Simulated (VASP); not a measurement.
## MgO: single point with PBE

MgO:

```
Mg O
1.0
     0.83165    2.61377    2.61377
     2.61377    0.83165    2.61377
     2.61377    2.61377    0.83165
Mg O
1 1
Direct
  0.00000 0.00000 0.00000
  0.50000 0.50000 0.50000
```

This cell differs from its parent crystal: ratio of the length along [111] to the lengths across it x 1.7, volume and fractional coordinates fixed.

```yaml
Program: VASP 6.6.1
Task: single point
Functional: PBE
Potentials_or_basis: VASP PAW PBE potentials, release 64 (Mg, O)
Cutoff: 520 eV
k_mesh: 10 × 10 × 10
Occupations: gaussian, width 0.05 eV
Spin: no spin polarisation
```

| Property | Result |
| --- | --- |
| Pressure | 18.7 GPa |
| Band gap on the k mesh | zero (band 4 reaches 5.91 eV, above the bottom of band 5 at 5.38 eV) |

Stress tensor (GPa, compression positive):
```
 18.68 -60.19 -60.19
-60.19  18.68 -60.19
-60.19 -60.19  18.68
```

Levels at points of the mesh, in eV from the Fermi level:
| k point | band 1 | band 2 | band 3 | band 4 | band 5 | band 6 | band 7 | band 8 |
| --- | --- | --- | --- | --- | --- | --- | --- | --- |
| (0.00, 0.00, 0.00) | -19.08 | -5.13 | -3.08 | 0.34 | 0.34 | 12.51 | 12.79 | 17.77 |
| (0.50, 0.00, 0.00) | -16.92 | -5.75 | -3.82 | -0.77 | 1.66 | 6.55 | 11.64 | 15.84 |
| (0.50, 0.50, 0.00) | -16.90 | -5.64 | -4.34 | -0.81 | 3.17 | 5.35 | 11.28 | 13.52 |
| (0.50, 0.50, 0.50) | -18.71 | -8.70 | 0.26 | 0.26 | 2.92 | 7.96 | 18.20 | 19.06 |

Wall time 25 s on 1 thread of AMD EPYC 9R14 (Zen 4) (shared host), peak memory 0.14 GiB.
